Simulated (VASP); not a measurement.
# Cd (P6_3/mmc) in VASP: further runs

Runs on Cd. Level: PBEsol. Tasks: single point.

All numbers are computed with VASP 6.6.1; they aren't measurements. Logs are shortened: lines on timing, memory, paths and dates and some standing lists are left out, and cuts for length are marked.

### 1 The cell of the first run

Symmetry: P6_3/mmc, No. 194, hexagonal system. The conventional cell has a = 2.830 Å, b = 2.830 Å, c = 5.618 Å, α = 90.00°, β = 90.00°, γ = 120.00°. Within 3.7 Å of Cd (site symmetry -6m2) lie 12 Cd at 2.83 to 3.25 Å.

### 2 Single point, PBEsol (strain -0.050 along x and y, +0.000 along z)

Contents of INCAR:

```
PREC = Accurate
ENCUT = 520
EDIFF = 1E-6
ISMEAR = 0
SIGMA = 0.15
LREAL = F
LASPH = T
NELM = 60
ALGO = Fast
ISIF = 2
LWAVE = F
LCHARG = F
GGA = PS
NBANDS = 19
```

Contents of KPOINTS:

```
Automatic mesh
0
Gamma
  18 18 8
```

Contents of POSCAR:

```
Cd
1.0
    2.8299288827      0.0000000000      0.0000000000
   -1.4149644413      2.4507903033      0.0000000000
    0.0000000000      0.0000000000      5.6176500000
Cd
2
Direct
    0.3333333333      0.6666666667      0.2500000000
    0.6666666667      0.3333333333      0.7500000000
```

Potentials or basis: VASP PAW PBE potentials, release 64 (Cd).

Command:

```sh
> cat potpaw_PBE.64/Cd/POTCAR > POTCAR
> mpirun -np 1 vasp_std > vasp.out
```

OUTCAR:

```text
PREC = Accurate
   ENCUT = 520
   EDIFF = 1E-6
   ISMEAR = 0
   LREAL = F
   LASPH = T
   NELM = 60
   ISIF = 2
   GGA = PS

 ion  position               nearest neighbor table
   1  0.333  0.667  0.250-   2 3.25   2 3.25   2 3.25   2 3.25   2 3.25   2 3.25
   2  0.667  0.333  0.750-   1 3.25   1 3.25   1 3.25   1 3.25   1 3.25   1 3.25

  LATTYP: Found a hexagonal cell.
 ALAT       =     2.8299288827
 C/A-ratio  =     1.9850852205

  Lattice vectors:

 A1 = (   2.8299288827,   0.0000000000,   0.0000000000)
 A2 = (  -1.4149644413,   2.4507903033,   0.0000000000)
 A3 = (   0.0000000000,   0.0000000000,   5.6176500000)

Analysis of symmetry for initial positions (statically):
=====================================================================
 Subroutine PRICEL returns:
 Original cell was already a primitive cell.

 Routine SETGRP: Setting up the symmetry group for a
 hexagonal supercell.

 Subroutine GETGRP returns: Found 24 space group operations
 (whereof 12 operations were pure point group operations)
 out of a pool of 24 trial point group operations.

The static configuration has the point symmetry D_3d.
 The point group associated with its full space group is D_6h.

Analysis of symmetry for dynamics (positions and initial velocities):
=====================================================================
 Subroutine PRICEL returns:
 Original cell was already a primitive cell.

 Routine SETGRP: Setting up the symmetry group for a
 hexagonal supercell.

 Subroutine GETGRP returns: Found 24 space group operations
 (whereof 12 operations were pure point group operations)
 out of a pool of 24 trial point group operations.

The dynamic configuration has the point symmetry D_3d.
 The point group associated with its full space group is D_6h.

 Subroutine INISYM returns: Found 24 space group operations
 (whereof 12 operations are pure point group operations),
 and found     1 'primitive' translations

----------------------------------------------------------------------------------------

                                     Primitive cell

  volume of cell :      38.9616

  direct lattice vectors                    reciprocal lattice vectors
     2.829928883  0.000000000  0.000000000     0.353365770  0.204015823  0.000000000
    -1.414964441  2.450790303  0.000000000     0.000000000  0.408031645  0.000000000
     0.000000000  0.000000000  5.617650000     0.000000000  0.000000000  0.178010378
[... 76 lines left out ...]
   ISTART =      0    job   : 0-new  1-cont  2-samecut
   ICHARG =      2    charge: 1-file 2-atom 10-const
   ISPIN  =      1    spin polarized calculation?
   LNONCOLLINEAR =      F non collinear calculations
   LSORBIT =      F    spin-orbit coupling
   LASPH  =      T    aspherical Exc in radial PAW
   ENCUT  =  520.0 eV  38.22 Ry    6.18 a.u.   5.26  5.26 10.45*2*pi/ulx,y,z
   NELM   =     60;   NELMIN=  2; NELMDL= -5     # of ELM steps
   EDIFF  = 0.1E-05   stopping-criterion for ELM
   LREAL  =      F    real-space projection
   EDIFFG = 0.1E-04   stopping-criterion for IOM
   NSW    =      0    number of steps for IOM
   IBRION =     -1    ionic relax: 0-MD 1-quasi-New 2-CG
   NFREE  =      0    steps in history (QN), initial steepest desc. (CG)
   ISIF   =      2    stress and relaxation
   ISYM   =      2    0-nonsym 1-usesym 2-fastsym
   POTIM  = 0.5000    time-step for ionic-motion
   TEBEG  =    0.0;   TEEND  =   0.0 temperature during run
   PSTRESS=    0.0 pullay stress
   NELECT =      24.0000    total number of electrons
   NUPDOWN=      -1.0000    fix difference up-down
   EMIN   =  10.00;   EMAX   =-10.00  energy-range for DOS
   EFERMI =   0.00;   METHOD = LEGACY
   ISMEAR =     0;   SIGMA  =   0.15  broadening in eV -4-tet -1-fermi 0-gaus
   EFERMI_NEDOS =   21; number of points for ismear=-14 and -15
   IALGO  =     68    algorithm
   IMIX   =      4    mixing-type and parameters
     AMIX     =   0.40;   BMIX     =  1.00
     AMIX_MAG =   1.60;   BMIX_MAG =  1.00
  volume/ion in A,a.u.               =      19.48       131.46
  Fermi-wavevector in a.u.,A,eV,Ry     =   1.392942  2.632279 26.399224  1.940288
  Thomas-Fermi vector in A             =   2.516636
   LORBIT       =      0    0 simple, 1 ext, 2 COOP (PROOUT), +10 PAW based schemes
   GGA     = PS    functional components
   LHFCALC =     F    Hartree Fock is set to
   AEXX    =    0.0000 exact exchange contribution
   IVDW    =     0    specifies the selected vdW correction
   LEPSILON=     F    determine dielectric tensor
   LRPA    =     F    only Hartree local field effects (RPA)
 non-spin polarized calculation
 RMM-DIIS sequential band-by-band and
 Gauss-broadening in eV      SIGMA  =   0.15
  energy-cutoff  :      520.00
  volume of cell :       38.96
 maximum number of plane-waves:      1064
 NGX is ok and might be reduce to    24
   NGX = 11   NGY = 11   NGZ = 21

 number of electron      24.0000002 magnetization

 Free energy of the ion-electron system (eV)
  ---------------------------------------------------
  ext. energy  EPLUGINS =         0.00000000
  ---------------------------------------------------
  free energy    TOTEN  =        -2.30187794 eV

  energy without entropy =       -2.29835181  energy(sigma->0) =       -2.30011488

 E-fermi :   3.4758     XC(G=0): -11.7519

 val. band max:        3.4637619505   @ k =   0.3889   0.2222   0.5000
 cond. band min:       3.6701341656   @ k =   0.3333   0.1667   0.1250
 fundamental gap:      0.2063722151
 Fermi energy:         3.4758012654

 k-point     1 :       0.0000    0.0000    0.0000
  band No.  band energies     occupation
      1      -6.8844      2.00000
      2      -6.6875      2.00000
      3      -5.9768      2.00000
      4      -5.9768      2.00000
      5      -5.9355      2.00000
      6      -5.9266      2.00000
[... 505 lines left out ...]
      6      -5.5202      2.00000
[... 11 lines left out ...]
     18      15.5949      0.00000
     19      16.1521      0.00000

 [... further k-points ...]
[... 5 lines left out ...]
  --------------------------------------------------------------------------------------
  -------------------------------------------------------------------------------------
  Total        2.6053533      2.6053533      0.7172581      0.0000000      0.0000000     -0.0000000
  in kB      107.1373406    107.1373406     29.4950880      0.0000000      0.0000000     -0.0000000
  external PRESSURE =      81.2565898 kB  Pullay stress =       0.0000000 kB

 VOLUME and BASIS-vectors are now :
 -----------------------------------------------------------------------------
  energy-cutoff  :      520.00
  volume of cell :       38.96
      direct lattice vectors                 reciprocal lattice vectors
     2.829928883  0.000000000  0.000000000     0.353365770  0.204015823  0.000000000
    -1.414964441  2.450790303  0.000000000     0.000000000  0.408031645  0.000000000
     0.000000000  0.000000000  5.617650000     0.000000000  0.000000000  0.178010378

 POSITION                                       TOTAL-FORCE (eV/Angst)
 -----------------------------------------------------------------------------------
     -0.00000      1.63386      1.40441         0.000000      0.000000      0.000000
      1.41496      0.81693      4.21324        -0.000000      0.000000      0.000000
 -----------------------------------------------------------------------------------
    total drift:                                0.000000     -0.000000      0.000000

  FREE ENERGIE OF THE ION-ELECTRON SYSTEM (eV)
  ---------------------------------------------------
  free  energy   TOTEN  =        -2.3018779376 eV

  energy  without entropy=       -2.2983518135  energy(sigma->0) =       -2.30011488
```

stdout:

```text
POSCAR found type information on POSCAR Cd
 POSCAR found :  1 types and       2 ions
 scaLAPACK will be used
 -----------------------------------------------------------------------------
|                                                                             |
|                                                                             |
|     You enforced a specific xc type in the INCAR file but a different       |
|     I HOPE YOU KNOW WHAT YOU ARE DOING!                                     |
|                                                                             |
 -----------------------------------------------------------------------------

 LDA part: xc-table for (Slater+PW92), standard interpolation
 POSCAR, INCAR and KPOINTS ok, starting setup
 FFT: planning ... GRIDC
 FFT: planning ... GRID_SOFT
 FFT: planning ... GRID
 WAVECAR not read
 entering main loop
```

Wall time 2.4 min (1 thread of Intel Xeon 8259CL, shared host); peak memory 0.24 GiB.

Results:

- Free energy: -2.3019 eV
- Pressure: 8.1 GPa
- Band gap on the k mesh: zero (bands 12 and 13 overlap by 5.32 eV)

Levels at points of the mesh, in eV from the Fermi level:
```
           k point  band 8  band 9  band 10  band 11  band 12  band 13  band 14  band 15  band 16  band 17
(0.00, 0.00, 0.00)   -8.67   -8.67    -8.43    -8.43    -3.65    -3.42     9.87    14.75    15.49    16.75
(0.50, 0.00, 0.00)   -8.50   -8.03    -8.01    -2.41    -1.55     2.08     3.20     3.70     5.56     9.61
(0.00, 0.00, 0.50)   -8.54   -8.54    -8.54    -7.93    -7.93     3.25     3.25    15.81    15.81    17.94
(0.50, 0.00, 0.50)   -8.48   -8.02    -8.02    -1.69    -1.69     0.66     0.66     8.14     8.14    11.27
```

Caveat: the cell differs from its parent crystal (strain -0.050 along x and y, +0.000 along z); the stress differs along the axes, from 3 to 11 GPa; the PAW data sets were made with another functional, which shifts forces and pressure a little.

### 3 Single point, PBEsol (strain -0.025 along x and y, -0.050 along z)

Contents of INCAR:

```
SYSTEM = Cd
ALGO = Fast ; EDIFF = 1E-7
ENCUT = 520 ; GGA = PS
ISIF = 2 ; ISMEAR = 0
LASPH = .True. ; LCHARG = .False.
LREAL = .False. ; LWAVE = .False.
NBANDS = 19 ; NELM = 80
PREC = Accurate ; SIGMA = 0.15
```

Contents of KPOINTS:

```
k-points
0
Gamma
  18 18 8
  0 0 0
```

Contents of POSCAR:

```
Cd
1.0
    2.9044006954      0.0000000000      0.0000000000
   -1.4522003477      2.5152847850      0.0000000000
    0.0000000000      0.0000000000      5.3367675000
Cd
2
Direct
    0.3333333333      0.6666666667      0.2500000000
    0.6666666667      0.3333333333      0.7500000000
```

Potentials or basis: VASP PAW PBE potentials, release 64 (Cd).

Command:

```sh
> cat potpaw_PBE.64/Cd/POTCAR > POTCAR
> mpirun -np 1 vasp_std > vasp.out
```

Wall time 2.4 min (1 thread of Intel Xeon 8259CL, shared host); peak memory 0.24 GiB.

Results (log left out):

```
Free energy            : -2.3517 eV
Pressure               : 5.8 GPa
Band gap on the k mesh : zero (bands 12 and 13 overlap by 4.12 eV)
```

Stress tensor (GPa, compression positive):
```
6.26 0.00 0.00
0.00 6.26 0.00
0.00 0.00 4.89
```

Levels at points of the mesh, in eV from the Fermi level:
```
           k point  band 9  band 10  band 11  band 12  band 13  band 14  band 15  band 16
(0.00, 0.00, 0.00)   -9.04    -8.68    -8.68    -3.63    -2.81    11.70    14.47    15.37
(0.50, 0.00, 0.00)   -8.41    -8.37    -2.91    -2.17     2.15     2.95     3.70     5.44
(0.00, 0.00, 0.50)   -8.83    -8.83    -8.11    -8.11     4.29     4.29    14.83    14.83
(0.50, 0.00, 0.50)   -8.39    -8.39    -2.07    -2.07     0.09     0.09     8.71     8.71
```

Caveat: the cell differs from its parent crystal (strain -0.025 along x and y, -0.050 along z); the cell stands under pressure; the PAW data sets were made with another functional, which shifts forces and pressure a little.

### 4 Single point, PBEsol (strain -0.050 along x and y, +0.025 along z)

Contents of INCAR:

```
ALGO = Fast ; EDIFF = 1E-7
ENCUT = 520 ; GGA = PS
ISIF = 2 ; ISMEAR = 0
LASPH = True ; LCHARG = False
LREAL = False ; LWAVE = False
NBANDS = 19 ; NELM = 100
PREC = Accurate ; SIGMA = 0.15
```

Contents of KPOINTS:

```
k-points
0
Gamma
  18 18 8
```

Contents of POSCAR:

```
Cd
1.0
    2.8299288827      0.0000000000      0.0000000000
   -1.4149644413      2.4507903033      0.0000000000
    0.0000000000      0.0000000000      5.7580912500
Cd
2
Direct
    0.3333333333      0.6666666667      0.2500000000
    0.6666666667      0.3333333333      0.7500000000
```

Potentials or basis: VASP PAW PBE potentials, release 64 (Cd).

Command:

```sh
> cat potpaw_PBE.64/Cd/POTCAR > POTCAR
> mpirun -np 1 vasp_std > vasp.out
```

OUTCAR:

```text
EDIFF = 1E-7
   ENCUT = 520
   GGA = PS
   ISIF = 2
   ISMEAR = 0
   LASPH = True
   LREAL = False
   NELM = 100
   PREC = Accurate

 ion  position               nearest neighbor table
   1  0.333  0.667  0.250-   2 3.31   2 3.31   2 3.31   2 3.31   2 3.31   2 3.31
   2  0.667  0.333  0.750-   1 3.31   1 3.31   1 3.31   1 3.31   1 3.31   1 3.31

  LATTYP: Found a hexagonal cell.
 ALAT       =     2.8299288827
 C/A-ratio  =     2.0347123510

  Lattice vectors:

 A1 = (   2.8299288827,   0.0000000000,   0.0000000000)
[... 194 lines left out ...]
      5      -6.0848      2.00000
      6      -6.0848      2.00000
[... 505 lines left out ...]
      6      -5.6417      2.00000
[... 11 lines left out ...]
     18      15.2295      0.00000
     19      15.9598      0.00000

 [... further k-points ...]
[... 5 lines left out ...]
  --------------------------------------------------------------------------------------
  -------------------------------------------------------------------------------------
  Total        2.3636936      2.3636936      0.2541918      0.0000000     -0.0000000     -0.0000000
  in kB       94.8290806     94.8290806     10.1979263      0.0000000     -0.0000000     -0.0000000
  external PRESSURE =      66.6186959 kB  Pullay stress =       0.0000000 kB

 VOLUME and BASIS-vectors are now :
 -----------------------------------------------------------------------------
  energy-cutoff  :      520.00
  volume of cell :       39.94
      direct lattice vectors                 reciprocal lattice vectors
     2.829928883  0.000000000  0.000000000     0.353365770  0.204015823  0.000000000
    -1.414964441  2.450790303  0.000000000     0.000000000  0.408031645  0.000000000
     0.000000000  0.000000000  5.758091250     0.000000000  0.000000000  0.173668661

 POSITION                                       TOTAL-FORCE (eV/Angst)
 -----------------------------------------------------------------------------------
     -0.00000      1.63386      1.43952         0.000000      0.000000      0.000000
      1.41496      0.81693      4.31857        -0.000000     -0.000000      0.000000
 -----------------------------------------------------------------------------------
    total drift:                                0.000000     -0.000000      0.000000

  FREE ENERGIE OF THE ION-ELECTRON SYSTEM (eV)
  ---------------------------------------------------
  free  energy   TOTEN  =        -2.3134158453 eV

  energy  without entropy=       -2.3086729577  energy(sigma->0) =       -2.31104440
```

OSZICAR:

```text
N       E                     dE             d eps       ncg     rms          rms(c)
DAV:   1     0.178684658368E+03    0.17868E+03   -0.13250E+04  7038   0.129E+03
DAV:   2     0.148048986757E+01   -0.17720E+03   -0.17085E+03  7291   0.339E+02
DAV:   3    -0.251725659152E+01   -0.39977E+01   -0.39896E+01  8047   0.586E+01
DAV:   4    -0.252460273221E+01   -0.73461E-02   -0.73456E-02  7759   0.234E+00
DAV:   5    -0.252462417224E+01   -0.21440E-04   -0.21439E-04  7786   0.123E-01    0.577E+00
RMM:   6    -0.233212612552E+01    0.19250E+00   -0.40984E-01  7089   0.602E+00    0.428E+00
RMM:   7    -0.231553623672E+01    0.16590E-01   -0.32467E-02  7302   0.133E+00    0.202E+00
RMM:   8    -0.231337182804E+01    0.21644E-02   -0.41587E-03  7588   0.872E-01    0.112E-01
RMM:   9    -0.231340006283E+01   -0.28235E-04   -0.18957E-04  7743   0.144E-01    0.413E-02
RMM:  10    -0.231341891971E+01   -0.18857E-04   -0.73257E-05  7655   0.111E-01    0.268E-02
RMM:  11    -0.231341584038E+01    0.30793E-05   -0.14507E-05  7822   0.362E-02    0.238E-03
RMM:  12    -0.231341584526E+01   -0.48858E-08   -0.36851E-07  7181   0.758E-03
   1 F= -.23134158E+01 E0= -.23110444E+01  d E =-.474289E-02
```

stdout:

```text
POSCAR found type information on POSCAR Cd
 POSCAR found :  1 types and       2 ions
 scaLAPACK will be used
 -----------------------------------------------------------------------------
|                                                                             |
|                                                                             |
|     You enforced a specific xc type in the INCAR file but a different       |
|     I HOPE YOU KNOW WHAT YOU ARE DOING!                                     |
|                                                                             |
 -----------------------------------------------------------------------------

 LDA part: xc-table for (Slater+PW92), standard interpolation
 POSCAR, INCAR and KPOINTS ok, starting setup
 FFT: planning ... GRIDC
 FFT: planning ... GRID_SOFT
 FFT: planning ... GRID
 WAVECAR not read
 entering main loop
```

Wall time 2.4 min (1 thread of Intel Xeon 8259CL, shared host); peak memory 0.25 GiB.

Results:

```
Free energy            : -2.3134 eV
Pressure               : 6.7 GPa
Band gap on the k mesh : zero (bands 12 and 13 overlap by 5.42 eV)
```

Levels at points of the mesh, in eV from the Fermi level:
```tsv
k point	band 8	band 9	band 10	band 11	band 12	band 13	band 14	band 15	band 16	band 17
(0.00, 0.00, 0.00)	-8.57	-8.57	-8.37	-8.37	-3.67	-3.57	9.14	13.95	15.64	16.81
(0.50, 0.00, 0.00)	-8.44	-7.96	-7.95	-2.23	-1.41	1.97	3.23	3.52	5.48	9.82
(0.00, 0.00, 0.50)	-8.47	-8.47	-8.47	-7.78	-7.78	2.83	2.83	15.95	15.95	18.09
(0.50, 0.00, 0.50)	-8.44	-7.95	-7.95	-1.56	-1.56	0.72	0.72	7.82	7.82	11.37
```

Caveat: the cell differs from its parent crystal (strain -0.050 along x and y, +0.025 along z); the stress differs along the axes, from 1 to 9 GPa; the PAW data sets were made with another functional, which shifts forces and pressure a little.

### 5 Overview

```tsv
cell	further INCAR settings	gap on the mesh (eV)	pressure (GPa)
a = 2.830, b = 2.830, c = 5.618 Å, angles 90.0, 90.0, 120.0°, 2 atoms	ALGO = Fast; EDIFF = 1e-06; NBANDS = 19	none	8.1
a = 2.904, b = 2.904, c = 5.337 Å, angles 90.0, 90.0, 120.0°, 2 atoms	ALGO = Fast; EDIFF = 1e-07; NBANDS = 19	none	5.8
a = 2.830, b = 2.830, c = 5.758 Å, angles 90.0, 90.0, 120.0°, 2 atoms	ALGO = Fast; EDIFF = 1e-07; NBANDS = 19	none	6.7
```

Alike in all rows: task single point; level PBEsol; potentials or basis VASP PAW PBE potentials, release 64 (Cd); no spin polarisation; k mesh 18 × 18 × 8; cutoff (eV) 520; smearing gaussian 0.15 eV.

Caveats: the PAW data sets were made with another functional, which shifts forces and pressure a little; the stress differs along the axes, from 3 to 11 GPa (at least some runs); the cell stands under pressure (at least some runs); the stress differs along the axes, from 1 to 9 GPa (at least some runs).

Absolute energies hang on the potentials; compare differences alone.

The gap in the log of VASP goes by the Fermi energy; the results here count the filled bands.